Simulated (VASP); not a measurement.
# NaCl (Fm-3m) in VASP: single point with PBE0

Aim: the single point of NaCl with PBE0.

Program: VASP 6.6.1. These are calculated values, not measurements. Logs are shortened: lines on timing, memory, paths and dates and some standing lists are left out, and cuts for length are marked.

## (1) The cell of the first run

The structure is cubic, space group Fm-3m (No. 225). Conventional cell: a = 5.606 Å, b = 5.606 Å, c = 5.606 Å, α = 90.00°, β = 90.00°, γ = 90.00°. Within 3.7 Å of Na (site symmetry m-3m) lie 6 Cl at 2.80 Å. Within 3.7 Å of Cl (site symmetry m-3m) lie 6 Na at 2.80 Å.

## (2) Single point, PBE0

POSCAR reads:

```
NaCl
1.0
    0.0000000000      2.8027925223      2.8027925223
    2.8027925223      0.0000000000      2.8027925223
    2.8027925223      2.8027925223      0.0000000000
Na Cl
1 1
Direct
    0.0000000000      0.0000000000      0.0000000000
    0.5000000000      0.5000000000      0.5000000000
```

INCAR.step1 reads:

```
SYSTEM = NaCl
PREC = Accurate
ENCUT = 520
EDIFF = 1E-5
ISMEAR = 0
SIGMA = 0.01
LREAL = .False.
LASPH = .True.
NELM = 60
ALGO = Normal
ISIF = 2
LWAVE = .True.
LCHARG = .False.
GGA = PE
NBANDS = 14
```

INCAR.step2 reads:

```
SYSTEM = NaCl
PREC = Accurate
ENCUT = 520
EDIFF = 1E-6
ISMEAR = 0
SIGMA = 0.01
LREAL = .False.
LASPH = .True.
NELM = 60
ALGO = Normal
ISIF = 2
LWAVE = .False.
LCHARG = .False.
GGA = PE
LHFCALC = .True.
AEXX = 0.25
PRECFOCK = Normal
ISTART = 1
NBANDS = 14
```

KPOINTS reads:

```
regular mesh
0
Gamma
  6 6 6
  0 0 0
```

Potentials or basis: VASP PAW PBE potentials, release 64 (Na_pv, Cl).

On the command line:

```bash
> cat potpaw_PBE.64/Na_pv/POTCAR potpaw_PBE.64/Cl/POTCAR > POTCAR
> cp INCAR.step1 INCAR
> mpirun -np 1 vasp_std > vasp.out
> cp INCAR.step2 INCAR
> mpirun -np 1 vasp_std > vasp.out
```

OUTCAR:

```text
SYSTEM = NaCl
   PREC = Accurate
   ENCUT = 520
   EDIFF = 1E-6
   ISMEAR = 0
   LREAL = .False.
   LASPH = .True.
   NELM = 60
   ISIF = 2
   GGA = PE
   LHFCALC = .True.
   AEXX = 0.25
   PRECFOCK = Normal
   ISTART = 1

 ion  position               nearest neighbor table
   1  0.000  0.000  0.000-
   2  0.500  0.500  0.500-

  LATTYP: Found a face centered cubic cell.
 ALAT       =     5.6055850446

  Lattice vectors:

 A1 = (   0.0000000000,   2.8027925223,   2.8027925223)
 A2 = (   2.8027925223,   0.0000000000,   2.8027925223)
 A3 = (   2.8027925223,   2.8027925223,   0.0000000000)

Analysis of symmetry for initial positions (statically):
=====================================================================
 Subroutine PRICEL returns:
 Original cell was already a primitive cell.

 Routine SETGRP: Setting up the symmetry group for a
 face centered cubic supercell.

 Subroutine GETGRP returns: Found 48 space group operations
 (whereof 48 operations were pure point group operations)
 out of a pool of 48 trial point group operations.

The static configuration has the point symmetry O_h .

Analysis of symmetry for dynamics (positions and initial velocities):
=====================================================================
 Subroutine PRICEL returns:
 Original cell was already a primitive cell.

 Routine SETGRP: Setting up the symmetry group for a
 face centered cubic supercell.

 Subroutine GETGRP returns: Found 48 space group operations
 (whereof 48 operations were pure point group operations)
 out of a pool of 48 trial point group operations.

The dynamic configuration has the point symmetry O_h .

 Subroutine INISYM returns: Found 48 space group operations
 (whereof 48 operations are pure point group operations),
 and found     1 'primitive' translations

----------------------------------------------------------------------------------------

                                     Primitive cell

  volume of cell :      44.0355

  direct lattice vectors                    reciprocal lattice vectors
     0.000000000  2.802792522  2.802792522    -0.178393511  0.178393511  0.178393511
     2.802792522  0.000000000  2.802792522     0.178393511 -0.178393511  0.178393511
     2.802792522  2.802792522  0.000000000     0.178393511  0.178393511 -0.178393511

  length of vectors
     3.963747198  3.963747198  3.963747198     0.308986626  0.308986626  0.308986626

  position of ions in fractional coordinates (direct lattice)
     0.000000000  0.000000000  0.000000000
     0.500000000  0.500000000  0.500000000

  ion indices of the primitive-cell ions
   primitive index   ion index
                 1           1
                 2           2

----------------------------------------------------------------------------------------

 KPOINTS: regular mesh

Automatic generation of k-mesh.
 Grid dimensions read from file:
 generate k-points for:    6    6    6

 Generating k-lattice:

  Cartesian coordinates                     Fractional coordinates (reciprocal lattice)
    -0.029732252  0.029732252  0.029732252     0.166666667  0.000000000  0.000000000
     0.029732252 -0.029732252  0.029732252     0.000000000  0.166666667  0.000000000
     0.029732252  0.029732252 -0.029732252     0.000000000  0.000000000  0.166666667

  Length of vectors
     0.051497771  0.051497771  0.051497771

  Shift w.r.t. Gamma in fractional coordinates (k-lattice)
     0.000000000  0.000000000  0.000000000

 Subroutine IBZKPT returns following result:
 ===========================================

 Found     16 irreducible k-points:

 Following reciprocal coordinates:
            Coordinates               Weight
  0.000000  0.000000  0.000000      1.000000
  0.166667  0.000000  0.000000      8.000000
  0.333333  0.000000  0.000000      8.000000
  0.500000  0.000000  0.000000      4.000000
  0.166667  0.166667  0.000000      6.000000
  0.333333  0.166667  0.000000     24.000000
[... 8 lines left out ...]
 -0.333333  0.333333  0.166667     24.000000
 -0.333333  0.500000  0.166667     12.000000
   k-points           NKPTS =     16   k-points in BZ     NKDIM =    216   number of bands    NBANDS=     14
   number of dos      NEDOS =    301   number of ions     NIONS =      2
   total plane-waves  NPLWV =  27000
   dimension x,y,z NGX =    30 NGY =   30 NGZ =   30
   dimension x,y,z NGXF=    60 NGYF=   60 NGZF=   60
   ions per type =               1   1
   NGX,Y,Z   is equivalent  to a cutoff of  12.58, 12.58, 12.58 a.u.
   NGXF,Y,Z  is equivalent  to a cutoff of  25.16, 25.16, 25.16 a.u.
 SYSTEM =  NaCl
   PREC   = accura    normal or accurate (medium, high low for compatibility)
   ISTART =      1    job   : 0-new  1-cont  2-samecut
   ICHARG =      0    charge: 1-file 2-atom 10-const
   ISPIN  =      1    spin polarized calculation?
   LNONCOLLINEAR =      F non collinear calculations
   LSORBIT =      F    spin-orbit coupling
   LASPH  =      T    aspherical Exc in radial PAW
   ENCUT  =  520.0 eV  38.22 Ry    6.18 a.u.   7.37  7.37  7.37*2*pi/ulx,y,z
   NELM   =     60;   NELMIN=  2; NELMDL=  0     # of ELM steps
   EDIFF  = 0.1E-05   stopping-criterion for ELM
   LREAL  =      F    real-space projection
   EDIFFG = 0.1E-04   stopping-criterion for IOM
   NSW    =      0    number of steps for IOM
   IBRION =     -1    ionic relax: 0-MD 1-quasi-New 2-CG
   NFREE  =      0    steps in history (QN), initial steepest desc. (CG)
   ISIF   =      2    stress and relaxation
   ISYM   =      3    0-nonsym 1-usesym 2-fastsym
   POTIM  = 0.5000    time-step for ionic-motion
   TEBEG  =    0.0;   TEEND  =   0.0 temperature during run
   PSTRESS=    0.0 pullay stress
   NELECT =      14.0000    total number of electrons
   NUPDOWN=      -1.0000    fix difference up-down
   EMIN   =  10.00;   EMAX   =-10.00  energy-range for DOS
   EFERMI =   0.00;   METHOD = LEGACY
   ISMEAR =     0;   SIGMA  =   0.01  broadening in eV -4-tet -1-fermi 0-gaus
   EFERMI_NEDOS =   21; number of points for ismear=-14 and -15
   IALGO  =     38    algorithm
   IMIX   =      1    mixing-type and parameters
     AMIX     =   0.40;   BMIX     =  1.00
     AMIX_MAG =   1.60;   BMIX_MAG =  1.00
  volume/ion in A,a.u.               =      22.02       148.58
  Fermi-wavevector in a.u.,A,eV,Ry     =   1.117335  2.111456 16.986010  1.248436
  Thomas-Fermi vector in A             =   2.253956
   LORBIT       =      0    0 simple, 1 ext, 2 COOP (PROOUT), +10 PAW based schemes
   GGA     = PE    functional components
   LHFCALC =     T    Hartree Fock is set to
   PRECFOCK=normal    Normal, Fast or Accurate (Low or Medium for compatibility)
   ENCUT4O =  -1.0   cutoff for four orbital integrals eV
   NKREDX  =     1    reduce k-point grid by
   NKREDY  =     1    reduce k-point grid by
   NKREDZ  =     1    reduce k-point grid by
   AEXX    =    0.2500 exact exchange contribution
   HFSCREEN=    0.0000 screening length (either q_TF or 0.3 A-1)
   HFSCREENC=   0.0000 screening length for correlation (either q_TF or 0.3 A-1)
   ENCUTFOCK=  -1.0 apply spherical cutoff to Coloumb kernel
   IVDW    =     0    specifies the selected vdW correction
   LEPSILON=     F    determine dielectric tensor
   LRPA    =     F    only Hartree local field effects (RPA)
 non-spin polarized calculation
 Gauss-broadening in eV      SIGMA  =   0.01
  energy-cutoff  :      520.00
  volume of cell :       44.04
 maximum number of plane-waves:      1243
 NGX is ok and might be reduce to    30
  NGX = 24; NGY = 24; NGZ = 24

 number of electron      14.0000003 magnetization

 Free energy of the ion-electron system (eV)
  ---------------------------------------------------
  ext. energy  EPLUGINS =         0.00000000
  ---------------------------------------------------
  free energy    TOTEN  =        -8.39920751 eV

  energy without entropy =       -8.39920751  energy(sigma->0) =       -8.39920751

 E-fermi :  -1.9182     XC(G=0):  -6.4873

 val. band max:       -2.0222658921   @ k =   0.0000   0.0000   0.0000
 cond. band min:       5.2574296238   @ k =   0.0000   0.0000   0.0000
 fundamental gap:      7.2796955159
 Fermi energy:        -1.9182175556

 k-point     1 :       0.0000    0.0000    0.0000
  band No.  band energies     occupation
      1     -24.8832      2.00000
      2     -24.8832      2.00000
      3     -24.8832      2.00000
      4     -15.9520      2.00000
      5      -2.0223      2.00000
      6      -2.0223      2.00000
      7      -2.0223      2.00000
      8       5.2574      0.00000
      9      11.3844      0.00000
     10      11.3844      0.00000
     11      11.3844      0.00000
     12      13.7546      0.00000
     13      13.7546      0.00000
     14      15.0476      0.00000

 k-point     2 :       0.1667    0.0000    0.0000
  band No.  band energies     occupation
      1     -24.8908      2.00000
      2     -24.8837      2.00000
      3     -24.8837      2.00000
      4     -15.8601      2.00000
      5      -2.6694      2.00000
      6      -2.1007      2.00000
      7      -2.1007      2.00000
      8       6.1043      0.00000
      9      10.5408      0.00000
     10      11.6951      0.00000
     11      11.6951      0.00000
     12      13.4096      0.00000
     13      13.4096      0.00000
     14      16.3642      0.00000

 k-point     3 :       0.3333    0.0000    0.0000
  band No.  band energies     occupation
      1     -24.9059      2.00000
      2     -24.8845      2.00000
      3     -24.8845      2.00000
      4     -15.6678      2.00000
      5      -3.7081      2.00000
      6      -2.2504      2.00000
      7      -2.2504      2.00000
      8       7.2121      0.00000
      9      10.4271      0.00000
     10      11.5334      0.00000
     11      11.5334      0.00000
     12      14.5370      0.00000
     13      14.5370      0.00000
     14      15.7263      0.00000
[... 188 lines left out ...]
 k-point    15 :      -0.3333    0.3333    0.1667
  band No.  band energies     occupation
      1     -24.9037      2.00000
      2     -24.8944      2.00000
      3     -24.8892      2.00000
      4     -15.5099      2.00000
      5      -3.6557      2.00000
      6      -3.1209      2.00000
      7      -2.6178      2.00000
      8       9.1123      0.00000
      9       9.4999      0.00000
     10      10.2463      0.00000
     11      12.2955      0.00000
     12      14.7299      0.00000
     13      16.2546      0.00000
     14      17.3798      0.00000

 k-point    16 :      -0.3333    0.5000    0.1667
  band No.  band energies     occupation
      1     -24.9007      2.00000
      2     -24.8945      2.00000
      3     -24.8930      2.00000
      4     -15.4951      2.00000
      5      -3.6289      2.00000
      6      -3.0427      2.00000
      7      -2.8168      2.00000
      8       8.6934      0.00000
      9       9.0205      0.00000
     10      10.8340      0.00000
     11      12.5344      0.00000
     12      15.8128      0.00000
     13      16.9501      0.00000
     14      16.9768      0.00000

------------------------ aborting loop because EDIFF is reached ----------------------------------------

  FORCE on cell =-STRESS in cart. coord.  units (eV):
  Direction    XX          YY          ZZ          XY          YZ          ZX
  --------------------------------------------------------------------------------------
  -------------------------------------------------------------------------------------
  Total        0.1728721      0.1728721      0.1728721     -0.0000000      0.0000000      0.0000000
  in kB        6.2897393      6.2897393      6.2897393     -0.0000000      0.0000000      0.0000000
  external PRESSURE =       6.2897393 kB  Pullay stress =       0.0000000 kB

 VOLUME and BASIS-vectors are now :
 -----------------------------------------------------------------------------
  energy-cutoff  :      520.00
  volume of cell :       44.04
      direct lattice vectors                 reciprocal lattice vectors
     0.000000000  2.802792522  2.802792522    -0.178393511  0.178393511  0.178393511
     2.802792522  0.000000000  2.802792522     0.178393511 -0.178393511  0.178393511
     2.802792522  2.802792522  0.000000000     0.178393511  0.178393511 -0.178393511

 POSITION                                       TOTAL-FORCE (eV/Angst)
 -----------------------------------------------------------------------------------
      0.00000      0.00000      0.00000         0.000000      0.000000     -0.000000
      2.80279      2.80279      2.80279        -0.000000      0.000000      0.000000
 -----------------------------------------------------------------------------------
    total drift:                               -0.000000     -0.000000     -0.000000

  FREE ENERGIE OF THE ION-ELECTRON SYSTEM (eV)
  ---------------------------------------------------
  free  energy   TOTEN  =        -8.3992075117 eV

  energy  without entropy=       -8.3992075117  energy(sigma->0) =       -8.39920751
```

Run time: 18 min. Hardware: 1 thread of AMD EPYC 7R13 (Zen 3), shared host; peak memory 0.15 GiB.

What came out:

```
Free energy            : -8.3992 eV
Pressure               : 0.6 GPa
Band gap on the k mesh : 7.28 eV
```

Levels at points of the mesh, in eV from the valence-band top:
```csv
k point,band 4,band 5,band 6,band 7,band 8,band 9,band 10,band 11
"(0.00, 0.00, 0.00)",-13.93,0.00,0.00,0.00,7.28,13.41,13.41,13.41
"(0.50, 0.00, 0.00)",-13.54,-2.13,-0.30,-0.30,9.40,13.17,13.32,13.32
"(0.50, 0.50, 0.00)",-13.49,-1.86,-0.67,-0.67,9.81,10.14,13.79,17.42
```

Caveat: the PAW data sets were made with another functional, which shifts forces and pressure a little.
